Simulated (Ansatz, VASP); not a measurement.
## One calculation of Ti4B, two programs

```xyz
5
Lattice="-3.0310 3.0310 2.1553 3.0310 -3.0310 2.1553 3.0310 3.0310 -2.1553" Properties=species:S:1:pos:R:3 pbc="T T T"
Ti    4.1880    0.0000    0.0000
Ti    1.8739    0.0000    0.0000
Ti    0.0000    4.1880    0.0000
Ti    0.0000    1.8739    0.0000
B     0.0000    0.0000    0.0000
```

Alike in both runs: task relaxation of cell and atoms; functional PBE; k mesh 6 × 6 × 6; occupations gaussian, width 0.1 eV; no spin polarisation.

```csv
,VASP,Ansatz
version,VASP 6.6.1,Ansatz 0.2.0
potentials or method,"VASP PAW PBE potentials, release 64 (Ti_sv, B), cutoff 600 eV","scalar-relativistic, plane waves, PAW"
valence electrons in the cell,51,51
```

Ansatz gave:

| Quantity | Value |
| --- | --- |
| gap on the k mesh at the Fermi level, each at its own relaxed structure (eV) | none |
| relaxed volume (Å³/atom) | 17.15 |
| relaxed cell length with the largest relative difference (Å) | 5.650 |

Task: Which values does VASP return?

Result: gap on the k mesh at the Fermi level, each at its own relaxed structure (eV): none; relaxed volume (Å³/atom): 17.13; relaxed cell length with the largest relative difference (Å): 5.643.

A gap of «none» marks a metal or a gap that the smearing closes.
